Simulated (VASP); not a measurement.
Here is a VASP 6.6.1 calculation.

File INCAR:

```
ALGO = Normal
EDIFF = 1E-7
ENCUT = 520
ISIF = 2
ISMEAR = -1
LASPH = T
LCHARG = F
LDAU = T
LDAUJ = 0 0
LDAUL = 2 -1
LDAUPRINT = 1
LDAUTYPE = 2
LDAUU = 2 0
LMAXMIX = 4
LREAL = F
LWAVE = F
NBANDS = 15
NELM = 150
PREC = Accurate
SIGMA = 0.05
```

Contents of KPOINTS:

```
k-points
0
Gamma
  10 10 9
```

Contents of POSCAR:

```
TaN
1.0
    2.9380000000      0.0000000000      0.0000000000
   -1.4690000000      2.5443826363      0.0000000000
    0.0000000000      0.0000000000      2.8830000000
Ta N
1 1
Direct
    0.0000000000      0.0000000000      0.5000000000
    0.6666666667      0.3333333333      0.0000000000
```

Potentials or basis: VASP PAW LDA potentials, release 64 (Ta_pv, N).

Launch:

```sh
$ cat potpaw_LDA.64/Ta_pv/POTCAR potpaw_LDA.64/N/POTCAR > POTCAR
$ mpirun -np 1 vasp_std > vasp.out
```

Task: Estimate the band gap on the k mesh.

Result: Zero (band 8 reaches 8.62 eV, above the bottom of band 9 at 8.31 eV).

Task: Predict the pressure.

Result: -3.6 GPa.

Stress tensor (GPa, compression positive):
```
-3.38  0.00  0.00
 0.00 -3.38  0.00
 0.00  0.00 -4.01
```

Caveat: spin-orbit coupling is left out, which moves the levels of the heavy elements; U without spin polarisation on a metal has little footing.
